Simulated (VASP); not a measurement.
# Al16HO24 (a cell with a defect) in VASP: single point with r2SCAN+D3(BJ)

Aim: the single point of Al16HO24 (a cell with a defect) with r2SCAN+D3(BJ).

Program: VASP 6.6.1. These are calculated values, not measurements. Logs are shortened: lines on timing, memory, paths and dates and some standing lists are left out, and cuts for length are marked.

### 1 The cell of the first run

The cell holds a defect, 41 atoms: a = 6.990 Å, b = 6.990 Å, c = 6.990 Å, α = 85.71°, β = 85.71°, γ = 85.71°.

### 2 Single point, r2SCAN+D3(BJ), collinear spin

File POSCAR:

```
Al16HO24
1.0
   -4.7540000000     -2.7447230000      4.3273330000
    4.7540000000     -2.7447230000      4.3273330000
    0.0000000000      5.4894460000      4.3273330000
Al O H
16 24 1
Direct
    0.3536905501      0.3512901311      0.3523324330
    0.1495329784      0.1459925173      0.1487648755
    0.6468605320      0.6479401506      0.6482045015
    0.8510237699      0.8532341865      0.8517655621
    0.8519527904      0.8516874878      0.3536838650
    0.6466654377      0.6481221355      0.1495165069
    0.1486035919      0.1475529744      0.6468495032
    0.3539067475      0.3511207956      0.8510103697
    0.8518640951      0.3511988813      0.8518481564
    0.6483655153      0.1477025774      0.6483525737
    0.1486942256      0.6480347554      0.1486836182
    0.3522053878      0.8515299139      0.3521801750
    0.3523333339      0.8530339370      0.8519510900
    0.1487755620      0.6488701826      0.6466405855
    0.6481953972      0.1462062464      0.1485970664
    0.8517710437      0.3503690586      0.3538823484
    0.4017843634      0.5970476115      0.7498158329
    0.7495243022      0.4028657400      0.5979156937
    0.5959627852      0.7499505846      0.4041334869
    0.5987587397      0.4022116211      0.2507145867
    0.2510436919      0.5963615224      0.4026328658
    0.4046123027      0.2492931674      0.5964040990
    0.9035263951      0.0972584428      0.7495033279
    0.2506046893      0.9034880267      0.5959392069
    0.0976905278      0.2491856355      0.4017767176
    0.0970253724      0.9019712286      0.2510235311
    0.7499498116      0.0957596196      0.4045919787
    0.9028609028      0.7500869139      0.5987525102
    0.9017664722      0.5974688982      0.2578602101
    0.2578736782      0.4011005989      0.0981127532
    0.0981122994      0.7571983959      0.9017645942
    0.0987840948      0.4017780002      0.7426912137
    0.7427235734      0.5981134514      0.9024260700
    0.9024227443      0.2420350823      0.0987842412
    0.4041384405      0.0952852404      0.2506030704
    0.7498184088      0.9011359092      0.0976749506
    0.5979116215      0.2488546885      0.9035163793
    0.5964142791      0.9039334117      0.7499555701
    0.2507126354      0.0981114345      0.9028409459
    0.4026286508      0.7503715614      0.0970165201
    0.0003486590      0.4995270818      0.0003366131
```

File INCAR.step1:

```
SYSTEM = Al16HO24
PREC = Accurate
ENCUT = 520
ISMEAR = -1
SIGMA = 0.05
LREAL = Auto
LASPH = .TRUE.
NELM = 150
ISPIN = 2
MAGMOM = 0 0 0 0 0 0 0 0 0 0 0 0 0 0 0 0 0 0 0 0 0 0 0 0 0 0 0 0 0 0 0 0 0 0 0 0 0 0 0 0 1
NBANDS = 126
GGA = PE
ALGO = Normal
EDIFF = 1E-4
LWAVE = .TRUE.
LCHARG = .FALSE.
```

File INCAR.step2:

```
SYSTEM = Al16HO24
PREC = Accurate
ENCUT = 520
EDIFF = 1E-6
ISMEAR = -1
SIGMA = 0.05
LREAL = Auto
LASPH = .TRUE.
NELM = 150
ALGO = Normal
ISIF = 2
LWAVE = .FALSE.
LCHARG = .TRUE.
ISPIN = 2
MAGMOM = 0 0 0 0 0 0 0 0 0 0 0 0 0 0 0 0 0 0 0 0 0 0 0 0 0 0 0 0 0 0 0 0 0 0 0 0 0 0 0 0 1
LORBIT = 11
METAGGA = R2SCAN
LMIXTAU = .TRUE.
IVDW = 12
VDW_S6 = 1.0
VDW_S8 = 0.78981345
VDW_A1 = 0.49484001
VDW_A2 = 5.73083694
LELF = .TRUE.
LVHAR = .TRUE.
NBANDS = 126
ISTART = 1
```

File KPOINTS:

```
Automatic mesh
0
G
  1 1 1
  0 0 0
```

Potentials or basis: VASP PAW PBE potentials, release 64 (Al, O, H).

Launch:

```
$ cat potpaw_PBE.64/Al/POTCAR potpaw_PBE.64/O/POTCAR potpaw_PBE.64/H/POTCAR > POTCAR
$ cp INCAR.step1 INCAR
$ mpirun -np 1 vasp_gam > vasp.out
$ cp INCAR.step2 INCAR
$ mpirun -np 1 vasp_gam > vasp.out
```

OUTCAR:

```text
SYSTEM = Al16HO24
   PREC = Accurate
   ENCUT = 520
   EDIFF = 1E-6
   ISMEAR = -1
   LREAL = Auto
   LASPH = .TRUE.
   NELM = 150
   ISIF = 2
   ISPIN = 2
   LORBIT = 11
   METAGGA = R2SCAN
   IVDW = 12
   ISTART = 1
 IVDW          = 12

 ion  position               nearest neighbor table
   1  0.354  0.351  0.352-  22 1.85  20 1.85  21 1.86  30 1.94  35 1.97  25 1.97   2 2.65  15 2.78
                             7 2.78  11 2.79   6 3.20  10 3.21  14 3.22
   2  0.150  0.146  0.149-  26 1.85  39 1.85  34 1.85  25 1.96  35 1.96  30 1.99   1 2.65  12 2.77
                             8 2.80  16 2.80  13 3.20   5 3.22   9 3.23
   3  0.647  0.648  0.648-  19 1.85  17 1.85  18 1.86  33 1.94  38 1.97  28 1.97   4 2.65   5 2.78
                            13 2.78   9 2.79   8 3.20  12 3.21  16 3.22
   4  0.851  0.853  0.852-  23 1.85  36 1.85  31 1.85  28 1.96  38 1.96  33 1.99   3 2.65  10 2.77
                             6 2.80  14 2.80  15 3.20   7 3.22  11 3.23
   5  0.852  0.852  0.354-  27 1.85  28 1.85  26 1.86  29 1.94  19 1.97  36 1.97   6 2.65   3 2.78
                            15 2.78  11 2.79  14 3.20  10 3.21   2 3.22
   6  0.647  0.648  0.150-  40 1.85  20 1.85  33 1.85  36 1.96  19 1.96  29 1.99   5 2.65  12 2.77
                             4 2.80  16 2.80   1 3.20  13 3.22   9 3.23
   7  0.149  0.148  0.647-  24 1.85  25 1.85  23 1.86  32 1.94  22 1.97  39 1.97   8 2.65   1 2.78
                            13 2.78   9 2.79  16 3.20  12 3.21   4 3.22
   8  0.354  0.351  0.851-  37 1.85  17 1.85  30 1.85  39 1.96  22 1.96  32 1.99   7 2.65  10 2.77
                            14 2.80   2 2.80   3 3.20  15 3.22  11 3.23
   9  0.852  0.351  0.852-  33 1.88  32 1.88  34 1.88  41 1.93  18 1.96  23 1.96  37 1.96  10 2.64
                             7 2.79   3 2.79  15 2.79  14 3.23   2 3.23   6 3.23
  10  0.648  0.148  0.648-  22 1.85  27 1.85  38 1.85  23 1.97  37 1.97  18 1.97   9 2.64   8 2.77
                             4 2.77  16 2.77   5 3.21   1 3.21  13 3.21
  11  0.149  0.648  0.149-  31 1.88  29 1.88  30 1.88  41 1.93  40 1.96  26 1.96  21 1.96  12 2.64
                            13 2.79   1 2.79   5 2.79  16 3.23   4 3.23   8 3.23
  12  0.352  0.852  0.352-  35 1.85  19 1.85  24 1.85  40 1.97  21 1.97  26 1.97  11 2.64   6 2.77
                            14 2.77   2 2.77  15 3.21   3 3.21   7 3.21
  13  0.352  0.853  0.852-  38 1.85  39 1.85  40 1.86  31 1.94  24 1.97  17 1.97  14 2.65   7 2.78
                             3 2.78  11 2.79   2 3.20  10 3.21   6 3.22
  14  0.149  0.649  0.647-  21 1.85  28 1.85  32 1.85  17 1.96  24 1.96  31 1.99  13 2.65  12 2.77
                             4 2.80   8 2.80   5 3.20   1 3.22   9 3.23
  15  0.648  0.146  0.149-  35 1.85  36 1.85  37 1.86  34 1.94  27 1.97  20 1.97  16 2.65   1 2.78
                             5 2.78   9 2.79   4 3.20  12 3.21   8 3.22
  16  0.852  0.350  0.354-  18 1.85  25 1.85  29 1.85  20 1.96  27 1.96  34 1.99  15 2.65  10 2.77
                             6 2.80   2 2.80   7 3.20   3 3.22  11 3.23
  17  0.402  0.597  0.750-   8 1.85   3 1.85  14 1.96  13 1.97
  18  0.750  0.403  0.598-  16 1.85   3 1.86   9 1.96  10 1.97
  19  0.596  0.750  0.404-  12 1.85   3 1.85   6 1.96   5 1.97
  20  0.599  0.402  0.251-   6 1.85   1 1.85  16 1.96  15 1.97
  21  0.251  0.596  0.403-  14 1.85   1 1.86  11 1.96  12 1.97
  22  0.405  0.249  0.596-  10 1.85   1 1.85   8 1.96   7 1.97
[... 16 lines left out ...]
  39  0.251  0.098  0.903-   2 1.85  13 1.85   8 1.96   7 1.97
  40  0.403  0.750  0.097-   6 1.85  13 1.86  11 1.96  12 1.97
  41  0.000  0.500  0.000-  11 1.93   9 1.93

  LATTYP: Found a trigonal (rhomboedric) cell.
 ALAT       =     6.9899807753
 COS(alpha) =     0.0748835832

  Lattice vectors:

 A1 = (  -4.7540000000,  -2.7447230000,   4.3273330000)
 A2 = (   4.7540000000,  -2.7447230000,   4.3273330000)
 A3 = (   0.0000000000,   5.4894460000,   4.3273330000)

Analysis of symmetry for initial positions (statically):
=====================================================================
 Subroutine PRICEL returns:
 Original cell was already a primitive cell.

 Routine SETGRP: Setting up the symmetry group for a
 trigonal (rhombohedral) supercell.

 Subroutine GETGRP returns: Found  1 space group operations
 (whereof  1 operations were pure point group operations)
 out of a pool of 12 trial point group operations.

The static configuration has the point symmetry C_1 .

Analysis of symmetry for dynamics (positions and initial velocities):
=====================================================================
 Subroutine PRICEL returns:
 Original cell was already a primitive cell.

 Routine SETGRP: Setting up the symmetry group for a
 trigonal (rhombohedral) supercell.

 Subroutine GETGRP returns: Found  1 space group operations
 (whereof  1 operations were pure point group operations)
 out of a pool of 12 trial point group operations.

The dynamic configuration has the point symmetry C_1 .

Analysis of structural, dynamic, and magnetic symmetry:
=====================================================================
 Subroutine PRICEL returns:
 Original cell was already a primitive cell.
[... 160 lines left out ...]
   ENCUT  =  520.0 eV  38.22 Ry    6.18 a.u.  13.00 13.00 13.00*2*pi/ulx,y,z
   NELM   =    150;   NELMIN=  2; NELMDL=  0     # of ELM steps
   EDIFF  = 0.1E-05   stopping-criterion for ELM
   LREAL  =      T    real-space projection
   EDIFFG = 0.1E-04   stopping-criterion for IOM
   NSW    =      0    number of steps for IOM
[... 5 lines left out ...]
   TEBEG  =    0.0;   TEEND  =   0.0 temperature during run
   PSTRESS=    0.0 pullay stress
   NELECT =     193.0000    total number of electrons
   NUPDOWN=      -1.0000    fix difference up-down
   EMIN   =  10.00;   EMAX   =-10.00  energy-range for DOS
   EFERMI =   0.00;   METHOD = LEGACY
   ISMEAR =    -1;   SIGMA  =   0.05  broadening in eV -4-tet -1-fermi 0-gaus
   EFERMI_NEDOS =   21; number of points for ismear=-14 and -15
   IALGO  =     38    algorithm
   IMIX   =      4    mixing-type and parameters
     AMIX     =   0.40;   BMIX     =  1.00
     AMIX_MAG =   1.60;   BMIX_MAG =  1.00
  volume/ion in A,a.u.               =       8.26        55.76
  Fermi-wavevector in a.u.,A,eV,Ry     =   1.357118  2.564581 25.058781  1.841768
  Thomas-Fermi vector in A             =   2.484063
   LORBIT       =     11    0 simple, 1 ext, 2 COOP (PROOUT), +10 PAW based schemes
   METAGGA = R2SCAN    functional components
   LHFCALC =     F    Hartree Fock is set to
   AEXX    =    0.0000 exact exchange contribution
   IVDW    =    12    specifies the selected vdW correction
   LEPSILON=     F    determine dielectric tensor
   LRPA    =     F    only Hartree local field effects (RPA)
 spin polarized calculation
  energy-cutoff  :      520.00
  volume of cell :      338.79
 maximum number of plane-waves:      4530
 NGX is ok and might be reduce to    50
   NGX = 25   NGY = 25   NGZ = 25

 number of electron     192.9999938 magnetization       1.0000001

 Free energy of the ion-electron system (eV)
  ---------------------------------------------------
  ext. energy  EPLUGINS =         0.00000000
  ---------------------------------------------------
  free energy    TOTEN  =      -384.53643535 eV

  energy without entropy =     -384.53643535  energy(sigma->0) =     -384.53643535

 E-fermi :   9.5386     XC(G=0): -12.2936

 val. band max:        8.2666170024   @ k =   0.0000   0.0000   0.0000
 cond. band min:      11.4057708152   @ k =   0.0000   0.0000   0.0000
 fundamental gap:      3.1391538128
 Fermi energy:         9.5385897054

 spin component 1

 k-point     1 :       0.0000    0.0000    0.0000
  band No.  band energies     occupation
      1     -14.4368      1.00000
      2     -13.2708      1.00000
      3     -13.2708      1.00000
      4     -13.2676      1.00000
      5     -12.6062      1.00000
      6     -12.6062      1.00000
[... 100 lines left out ...]
    107      16.8318      0.00000
    108      17.2147      0.00000
 Fermi energy:         9.5385897054

 spin component 2

 k-point     1 :       0.0000    0.0000    0.0000
  band No.  band energies     occupation
      1     -14.4118      1.00000
      2     -13.2548      1.00000
      3     -13.2432      1.00000
      4     -13.2431      1.00000
      5     -12.5878      1.00000
      6     -12.5878      1.00000
[... 100 lines left out ...]
    107      16.8422      0.00000
    108      17.2545      0.00000
 [bands above 108 left out]

------------------------ aborting loop because EDIFF is reached ----------------------------------------

 Edisp (eV)   -4.56272

 E8    (eV) :    -1.3145

  FORCE on cell =-STRESS in cart. coord.  units (eV):
  Direction    XX          YY          ZZ          XY          YZ          ZX
  --------------------------------------------------------------------------------------
  -------------------------------------------------------------------------------------
  Total      -0.76246    -0.76547    -0.29656     0.00391    -0.00286    -0.00250
  in kB      -3.60575    -3.62003    -1.40249     0.01849    -0.01353    -0.01181
  external pressure =       -2.88 kB  Pullay stress =        0.00 kB

 VOLUME and BASIS-vectors are now :
 -----------------------------------------------------------------------------
  energy-cutoff  :      520.00
  volume of cell :      338.79
      direct lattice vectors                 reciprocal lattice vectors
    -4.754000000 -2.744723000  4.327333000    -0.105174590 -0.060722582  0.077029739
     4.754000000 -2.744723000  4.327333000     0.105174590 -0.060722582  0.077029739
     0.000000000  5.489446000  4.327333000     0.000000000  0.121445163  0.077029739

 POSITION                                       TOTAL-FORCE (eV/Angst)
 -----------------------------------------------------------------------------------
     -0.01141     -0.00087      4.57535         0.012483     -0.006682     -0.008530
     -0.01683      0.00550      1.92259         0.014710     -0.004945      0.006088
      0.00513      0.00441      8.40803        -0.013213      0.005574      0.010751
      0.01051     -0.00199     11.06076        -0.014845      0.004973     -0.006145
     -0.00126     -2.73449      8.90273        -0.010896     -0.007696     -0.009599
      0.00693     -2.73307      6.24998        -0.010861     -0.010269      0.004772
[... 33 lines left out ...]
      1.65317     -2.63210      5.40924        -0.001223     -0.000155      0.005579
      2.37309     -1.37017      2.16459         0.001783     -0.000995     -0.000566
 -----------------------------------------------------------------------------------
    total drift:                               -0.021447      0.012151      0.000438

  FREE ENERGIE OF THE ION-ELECTRON SYSTEM (eV)
  ---------------------------------------------------
  free  energy   TOTEN  =      -389.0991551008 eV

  energy  without entropy=     -389.0991551007  energy(sigma->0) =     -389.09915510

 total charge

# of ion       s       p       d       tot
------------------------------------------
    1        0.304   0.406   0.000   0.710
    2        0.304   0.404   0.000   0.708
    3        0.304   0.406   0.000   0.710
    4        0.304   0.404   0.000   0.708
    5        0.304   0.406   0.000   0.710
    6        0.304   0.404   0.000   0.708
[... 33 lines left out ...]
   40        1.551   3.684   0.000   5.235
   41        0.486   0.011   0.000   0.498
--------------------------------------------------
tot         42.580  94.813   0.000 137.393

 magnetization (x)

# of ion       s       p       d       tot
------------------------------------------
    1        0.000   0.001   0.000   0.001
    2       -0.000  -0.000   0.000  -0.001
    3        0.000   0.001   0.000   0.001
    4       -0.000  -0.000   0.000  -0.001
    5        0.000   0.001   0.000   0.001
    6       -0.000  -0.000   0.000  -0.001
[... 33 lines left out ...]
   40        0.000  -0.000   0.000   0.000
   41        0.365   0.003   0.000   0.368
--------------------------------------------------
tot          0.404   0.266   0.000   0.670
```

Wall time 9.4 min (1 thread of AMD EPYC 7R13, shared host); peak memory 0.63 GiB.

What came out:

```yaml
Free_energy: -389.0992 eV
Pressure: -0.3 GPa
Largest_force: 0.021 eV/Å
Band_gap_on_the_k_mesh: 3.14 eV
Net_moment: 1.00 μB per cell
Site_moments: Al +0.00, -0.00 (each value once); O +0.00, +0.05 (each value once); H +0.37 μB
Valence_electrons_inside_the_program's_atomic_spheres: Al 0.71, 0.70 (each value once); O 5.23, 5.24, 5.22 (each value once); H 0.50
Dispersion_energy_per_atom: -0.111 eV
```

Forces on the atoms (eV/Å):
```
Al   0.012 -0.007 -0.009
Al   0.015 -0.005  0.006
Al  -0.013  0.006  0.011
Al  -0.015  0.005 -0.006
Al  -0.011 -0.008 -0.010
Al  -0.011 -0.010  0.005
Al   0.014  0.007  0.010
Al   0.013  0.009 -0.007
Al   0.000  0.000  0.020
Al  -0.001  0.001  0.000
Al   0.000  0.000 -0.021
Al   0.000  0.002 -0.002
Al  -0.001  0.014 -0.010
Al  -0.001  0.014  0.007
Al  -0.001 -0.015  0.010
Al   0.003 -0.013 -0.005
O    0.006  0.001 -0.008
O    0.003  0.000 -0.004
O    0.005 -0.004 -0.002
O   -0.009  0.001  0.008
O   -0.001 -0.002  0.004
O   -0.002  0.006 -0.001
O    0.001 -0.001 -0.004
O   -0.006 -0.002 -0.001
O   -0.004 -0.007 -0.009
O    0.000  0.001  0.006
O    0.004 -0.001  0.001
O    0.001  0.008  0.007
O    0.008  0.005 -0.004
O   -0.009  0.008 -0.004
O    0.000 -0.011 -0.005
O   -0.012 -0.006  0.005
O    0.010 -0.004  0.004
O   -0.001  0.010  0.002
O    0.005  0.003 -0.001
O   -0.007  0.007 -0.007
O   -0.002  0.001 -0.002
O   -0.001 -0.007  0.002
O    0.004 -0.005  0.009
O   -0.001  0.000  0.006
H    0.002 -0.001 -0.001
```

Caveat: the k points lie up to 0.90 Å⁻¹ apart; the PAW data sets were made with another functional, which shifts forces and pressure a little.
